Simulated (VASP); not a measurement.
# GeCN2 (R-3m) in VASP: a series of runs

The runs below take GeCN2 through single point, with PBEsol, PBE.

All numbers are computed with VASP 6.6.1; they aren't measurements. Logs are shortened: lines on timing, memory, paths and dates and some standing lists are left out, and cuts for length are marked.

**1. The cell of the first run**

It takes space group R-3m (No. 166, trigonal). Conventional cell: a = 3.588 Å, b = 3.588 Å, c = 14.766 Å, α = 90.00°, β = 90.00°, γ = 120.00°. Ge (site symmetry -3m) has 6 N at 2.40 Å within 3.2 Å. Within 1.7 Å of N (site symmetry 3m) lie 1 C at 1.24 Å. C (site symmetry -3m) has 2 N at 1.24 Å within 1.7 Å.

**2. Single point, PBEsol, non-collinear spin, zero start, spin-orbit coupling**

Contents of INCAR:

```
  PREC = Accurate
  ENCUT = 520
  EDIFF = 1E-6
  ISMEAR = -1
  SIGMA = 0.05
  LREAL = False
  LASPH = True
  NELM = 150
  ALGO = Normal
  ISIF = 2
  LWAVE = False
  LCHARG = False
  MAGMOM = 0 0 0 0 0 0 0 0 0 0 0 0
  LORBIT = 11
  LSORBIT = True
  GGA_COMPAT = False
  LORBMOM = True
  GGA = PS
  NBANDS = 42
```

Contents of KPOINTS:

```
Automatic mesh
0
Gamma
  7 7 7
```

Contents of POSCAR:

```
GeCN2
1.0
    1.7937903697      1.0356453528      4.9219572124
   -1.7937903697      1.0356453528      4.9219572124
    0.0000000000     -2.0712907056      4.9219572124
Ge N C
1 2 1
Direct
    0.0000000000      0.0000000000      0.0000000000
    0.5839044000      0.5839044000      0.5839044000
    0.4160956000      0.4160956000      0.4160956000
    0.5000000000      0.5000000000      0.5000000000
```

Potentials or basis: VASP PAW PBE potentials, release 64 (Ge_d, N, C).

The run is started by

```console
$ cat potpaw_PBE.64/Ge_d/POTCAR potpaw_PBE.64/N/POTCAR potpaw_PBE.64/C/POTCAR > POTCAR
$ mpirun -np 1 vasp_ncl > vasp.out
```

OUTCAR:

```text
PREC = Accurate
   ENCUT = 520
   EDIFF = 1E-6
   ISMEAR = -1
   LREAL = False
   LASPH = True
   NELM = 150
   ISIF = 2
   LORBIT = 11
   LSORBIT = True
   GGA = PS

 ion  position               nearest neighbor table
   1  0.000  0.000  0.000-
   2  0.584  0.584  0.584-   4 1.24
   3  0.416  0.416  0.416-   4 1.24
   4  0.500  0.500  0.500-   2 1.24   3 1.24

  LATTYP: Found a trigonal (rhomboedric) cell.
 ALAT       =     5.3400288377
 COS(alpha) =     0.7743235887

  Lattice vectors:

 A1 = (   1.7937903697,   1.0356453528,   4.9219572124)
 A2 = (  -1.7937903697,   1.0356453528,   4.9219572124)
 A3 = (   0.0000000000,  -2.0712907056,   4.9219572124)

Analysis of symmetry for initial positions (statically):
=====================================================================
 Subroutine PRICEL returns:
 Original cell was already a primitive cell.

 Routine SETGRP: Setting up the symmetry group for a
 trigonal (rhombohedral) supercell.

 Subroutine GETGRP returns: Found 12 space group operations
 (whereof 12 operations were pure point group operations)
 out of a pool of 12 trial point group operations.

The static configuration has the point symmetry D_3d.

Analysis of symmetry for dynamics (positions and initial velocities):
=====================================================================
 Subroutine PRICEL returns:
 Original cell was already a primitive cell.

 Routine SETGRP: Setting up the symmetry group for a
 trigonal (rhombohedral) supercell.

 Subroutine GETGRP returns: Found 12 space group operations
 (whereof 12 operations were pure point group operations)
 out of a pool of 12 trial point group operations.

The dynamic configuration has the point symmetry D_3d.

Analysis of structural, dynamic, and magnetic symmetry:
=====================================================================
 Subroutine PRICEL returns:
 Original cell was already a primitive cell.

 Routine SETGRP: Setting up the symmetry group for a
 trigonal (rhombohedral) supercell.

 Subroutine GETGRP returns: Found 12 space group operations
 (whereof 12 operations were pure point group operations)
 out of a pool of 12 trial point group operations.

The overall configuration has the point symmetry D_3d.

 Subroutine INISYM returns: Found 12 space group operations
 (whereof 12 operations are pure point group operations),
 and found     1 'primitive' translations
[... 1218 lines left out ...]
      0.00000      0.00000      7.38294        -0.000000     -0.000000      0.000000
 -----------------------------------------------------------------------------------
    total drift:                               -0.000000     -0.000000     -0.000000

  FREE ENERGIE OF THE ION-ELECTRON SYSTEM (eV)
  ---------------------------------------------------
  free  energy   TOTEN  =       -30.6014282946 eV

  energy  without entropy=      -30.6014276207  energy(sigma->0) =      -30.60142796

 orbital moment (x)

 # of ion     p       d       tot
 ----------------------------------------
  1        -0.000   0.000   0.000
  2         0.000   0.000   0.000
  3         0.000   0.000   0.000
  4         0.000   0.000   0.000
 ----------------------------------------
            0.000   0.000   0.000

 orbital moment (y)

 # of ion     p       d       tot
 ----------------------------------------
  1        -0.000   0.000  -0.000
  2         0.000   0.000   0.000
  3         0.000   0.000   0.000
  4        -0.000   0.000  -0.000
 ----------------------------------------
           -0.000   0.000  -0.000

 orbital moment (z)

 # of ion     p       d       tot
 ----------------------------------------
  1         0.000  -0.000  -0.000
  2         0.000   0.000   0.000
  3         0.000   0.000   0.000
  4         0.000   0.000   0.000
 ----------------------------------------
            0.000  -0.000  -0.000

 Spin-Orbit-Coupling matrix elements

 Ion:    1  E_soc:     -0.0110854
 l=   1
     0.0000000    -0.0009423    -0.0009084
    -0.0009423     0.0000000    -0.0009423
    -0.0009084    -0.0009423     0.0000000
 l=   2
     0.0000000    -0.0001826     0.0000000    -0.0001826    -0.0007322
    -0.0001826     0.0000000    -0.0005523    -0.0001823    -0.0001826
     0.0000000    -0.0005523     0.0000000    -0.0005523     0.0000000
    -0.0001826    -0.0001823    -0.0005523     0.0000000    -0.0001826
    -0.0007322    -0.0001826     0.0000000    -0.0001826     0.0000000
 l=   3
     0.0000000     0.0000000     0.0000000     0.0000000     0.0000000     0.0000000     0.0000000
     0.0000000     0.0000000     0.0000000     0.0000000     0.0000000     0.0000000     0.0000000
     0.0000000     0.0000000     0.0000000     0.0000000     0.0000000     0.0000000     0.0000000
     0.0000000     0.0000000     0.0000000     0.0000000     0.0000000     0.0000000     0.0000000
[... 49 lines left out ...]
 l=   2
     0.0000000     0.0000000     0.0000000     0.0000000     0.0000000
     0.0000000     0.0000000     0.0000000     0.0000000     0.0000000
     0.0000000     0.0000000     0.0000000     0.0000000     0.0000000
     0.0000000     0.0000000     0.0000000     0.0000000     0.0000000
     0.0000000     0.0000000     0.0000000     0.0000000     0.0000000
 l=   3
     0.0000000     0.0000000     0.0000000     0.0000000     0.0000000     0.0000000     0.0000000
     0.0000000     0.0000000     0.0000000     0.0000000     0.0000000     0.0000000     0.0000000
     0.0000000     0.0000000     0.0000000     0.0000000     0.0000000     0.0000000     0.0000000
     0.0000000     0.0000000     0.0000000     0.0000000     0.0000000     0.0000000     0.0000000
     0.0000000     0.0000000     0.0000000     0.0000000     0.0000000     0.0000000     0.0000000
     0.0000000     0.0000000     0.0000000     0.0000000     0.0000000     0.0000000     0.0000000
     0.0000000     0.0000000     0.0000000     0.0000000     0.0000000     0.0000000     0.0000000

 total charge

# of ion       s       p       d       tot
------------------------------------------
    1        1.420   0.541  10.042  12.004
    2        1.260   2.549   0.000   3.810
    3        1.260   2.549   0.000   3.810
    4        0.919   1.770   0.000   2.689
--------------------------------------------------
tot          4.859   7.410  10.042  22.312

 magnetization (x)

# of ion       s       p       d       tot
------------------------------------------
    1       -0.000  -0.000   0.000  -0.000
    2       -0.000   0.000   0.000  -0.000
    3       -0.000   0.000   0.000  -0.000
    4        0.000   0.000   0.000   0.000
--------------------------------------------------
tot         -0.000  -0.000   0.000  -0.000

 magnetization (y)

# of ion       s       p       d       tot
------------------------------------------
    1        0.000   0.000  -0.000   0.000
    2        0.000   0.000   0.000   0.000
    3        0.000   0.000   0.000   0.000
    4        0.000   0.000   0.000   0.000
--------------------------------------------------
tot          0.000   0.000  -0.000   0.000

 magnetization (z)

# of ion       s       p       d       tot
------------------------------------------
    1        0.000   0.000   0.000   0.000
    2        0.000   0.000   0.000   0.000
    3        0.000   0.000   0.000   0.000
    4        0.000   0.000   0.000   0.000
--------------------------------------------------
tot          0.000   0.000   0.000   0.000
```

OSZICAR:

```text
N       E                     dE             d eps       ncg     rms          rms(c)
DAV:   1     0.289423420946E+03    0.28942E+03   -0.12903E+04  4940   0.273E+03
DAV:   2     0.239783989733E+02   -0.26545E+03   -0.24575E+03  3888   0.786E+02
DAV:   3    -0.298667253684E+02   -0.53845E+02   -0.52252E+02  4370   0.190E+02
DAV:   4    -0.335772919046E+02   -0.37106E+01   -0.36743E+01  4452   0.593E+01
DAV:   5    -0.336793488575E+02   -0.10206E+00   -0.10183E+00  4428   0.994E+00    0.104E+01
DAV:   6    -0.307093376099E+02    0.29700E+01   -0.56777E+00  5198   0.227E+01    0.473E+00
DAV:   7    -0.306299450790E+02    0.79393E-01   -0.90202E-01  4132   0.622E+00    0.276E+00
DAV:   8    -0.306025052250E+02    0.27440E-01   -0.12971E-01  4352   0.313E+00    0.869E-01
DAV:   9    -0.306006809016E+02    0.18243E-02   -0.12097E-02  4262   0.842E-01    0.216E-01
DAV:  10    -0.306011971439E+02   -0.51624E-03   -0.16177E-03  4320   0.334E-01    0.889E-02
DAV:  11    -0.306013915746E+02   -0.19443E-03   -0.25737E-04  4114   0.178E-01    0.411E-02
DAV:  12    -0.306014233889E+02   -0.31814E-04   -0.39962E-05  4366   0.427E-02    0.132E-02
DAV:  13    -0.306014280805E+02   -0.46916E-05   -0.10913E-05  4644   0.496E-02    0.702E-03
DAV:  14    -0.306014282946E+02   -0.21412E-06   -0.33663E-06  3820   0.166E-02
   1 F= -.30601428E+02 E0= -.30601428E+02  d E =-.673888E-06  mag=     0.0000    -0.0000     0.0000
```

It took 5.3 min on 1 thread of Intel Xeon Platinum 8488C (Sapphire Rapids), shared host; peak memory 0.57 GiB.

Results:

| Quantity | Value |
| --- | --- |
| Free energy | -30.6014 eV |
| Pressure | -3.2 GPa |
| Largest force | 0.189 eV/Å |
| Net moment | 0.00 μB per cell |
| Valence electrons inside the program's atomic spheres | Ge 12.00; N 3.81; C 2.69 |

Forces in eV/Å, atoms in the order of the input:
```
Ge   0.000  0.000  0.000
N    0.000  0.000  0.189
N    0.000  0.000 -0.189
C    0.000  0.000  0.000
```

Moments on the atoms (μB; x, y, z):
```
Ge  0.00 0.00 0.00
N   0.00 0.00 0.00
N   0.00 0.00 0.00
C   0.00 0.00 0.00
```

Caveat: the PAW data sets were made with another functional, which shifts forces and pressure a little.

(Continued in part 2 of 2.)
